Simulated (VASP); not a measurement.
Write the native input for VASP 6.6.1 that does the following.

| Item | Value |
| --- | --- |
| Task | single point |
| Functional | PBE |
| Potentials or basis | VASP PAW PBE potentials, release 64 (Ta_pv, N) |
| Cutoff | 520 eV |
| k mesh | 6 × 6 × 4 |
| Occupations | gaussian, width 0.1 eV |
| Spin | no spin polarisation |
| Dipole correction | no |
| Further INCAR settings | ALGO = Normal; EDIFF = 1e-07; NBANDS = 20 |

The structure of Ta2N lies in POSCAR:

```
Ta2N
1.0
    3.1147406689      0.0000000026      0.0000000000
   -1.5573703367      2.6974445442      0.0000000000
    0.0000000000      0.0000000000      4.8563767997
Ta N
2 1
Direct
    0.6666666667      0.3333333333      0.1354811909
    0.0000000000      0.0000000000      0.6305305369
    0.3333333333      0.6666666667      0.8829726922
```

One way to write it, as run:

INCAR

```
SYSTEM = Ta2N
PREC = Accurate
ENCUT = 520
EDIFF = 1E-7
ISMEAR = 0
SIGMA = 0.1
LREAL = .FALSE.
LASPH = .TRUE.
NELM = 60
ALGO = Normal
ISIF = 2
LWAVE = .FALSE.
LCHARG = .FALSE.
GGA = PE
NBANDS = 20
```

KPOINTS

```
regular mesh
0
G
  6 6 4
  0 0 0
```

Potentials or basis: VASP PAW PBE potentials, release 64 (Ta_pv, N).

Run with:

```console
$ cat potpaw_PBE.64/Ta_pv/POTCAR potpaw_PBE.64/N/POTCAR > POTCAR
$ mpirun -np 1 vasp_std > vasp.out
```

Results of the run:

```
Pressure      : 0.2 GPa
Largest force : 0.053 eV/Å
```

Caveat: the k points lie up to 0.39 Å⁻¹ apart.

It took 7.8 s on 1 thread of Intel(R) Xeon(R) 6975P-C (Granite Rapids), with other jobs on the host, peak memory 0.16 GiB.
